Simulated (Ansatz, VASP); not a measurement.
TePb: VASP beside Ansatz

The input POSCAR:

```
TePb
1.0
    0.0000000000      3.1873324849      3.1873324849
    3.1873324849      0.0000000000      3.1873324849
    3.1873324849      3.1873324849      0.0000000000
Pb Te
1 1
Direct
    0.0000000000      0.0000000000      0.0000000000
    0.5000000000      0.5000000000      0.5000000000
```

Contents of INCAR.step1:

```
SYSTEM = TePb
PREC = Accurate
ENCUT = 520
EDIFF = 1E-5
ISMEAR = -1
SIGMA = 0.05
LREAL = .FALSE.
LASPH = .TRUE.
NELM = 100
ALGO = Normal
ISIF = 2
LWAVE = .TRUE.
NBANDS = 17
GGA = PE
```

Contents of INCAR.step2:

```
SYSTEM = TePb
PREC = Accurate
ENCUT = 520
EDIFF = 1E-7
ISMEAR = -1
SIGMA = 0.05
LREAL = .FALSE.
LASPH = .TRUE.
NELM = 100
ALGO = Normal
ISIF = 2
LWAVE = .FALSE.
LCHARG = .TRUE.
GGA = B5
LHFCALC = .TRUE.
AEXX = 0.5
ALDAX = 0.5
AGGAX = 0.5
AGGAC = 1.0
ALDAC = 0.0
PRECFOCK = Normal
LELF = .TRUE.
LVHAR = .TRUE.
NBANDS = 17
ISTART = 1
```

The input KPOINTS:

```
Automatic mesh
0
G
  4 4 4
  0 0 0
```

Contents of input.yaml:

```yaml
crystal:
  lattice:
    - [0.0, 3.1873324849, 3.1873324849]
    - [3.1873324849, 0.0, 3.1873324849]
    - [3.1873324849, 3.1873324849, 0.0]
  atoms:
    - { symbol: Pb, position: [0.0, 0.0, 0.0] }
    - { symbol: Te, position: [0.5, 0.5, 0.5] }
hamiltonian:
  xc: { name: BHLYP }
  pseudopotentials: { kind: paw }
kpoints:
  mp_grid: { grid: [4, 4, 4] }
scf:
  occupations: { method: fermi_dirac, width: 0.05 }
output:
  forces: true
  stress: true
  eigenvalues: true
```

Alike in both runs: task single point; functional BHLYP; k mesh 4 × 4 × 4; occupations fermi-dirac, width 0.05 eV; no spin polarisation.

```csv
,VASP,Ansatz
version,VASP 6.6.1,Ansatz 0.2.0
potentials or method,"VASP PAW PBE potentials, release 64 (Pb_d, Te)",Ansatz PAW
plane-wave cutoff (eV),520,420
valence electrons in the cell,20,30
```

```csv
,VASP,Ansatz,Ansatz less VASP
gap on the k mesh at the Fermi level (eV),2.79,2.80,+0.010
least direct gap on the mesh (eV),2.79,2.80,+0.010
pressure (GPa),5.4,6.1,+0.66
```

VASP's potentials were made for PBE, not for BHLYP. VASP's potentials hold 20 valence electrons a cell and Ansatz's 30, so a difference there can come from the potentials and not from the codes.

The k mesh is coarse, so the values compare programs but aren't converged. Spin-orbit coupling is off throughout.
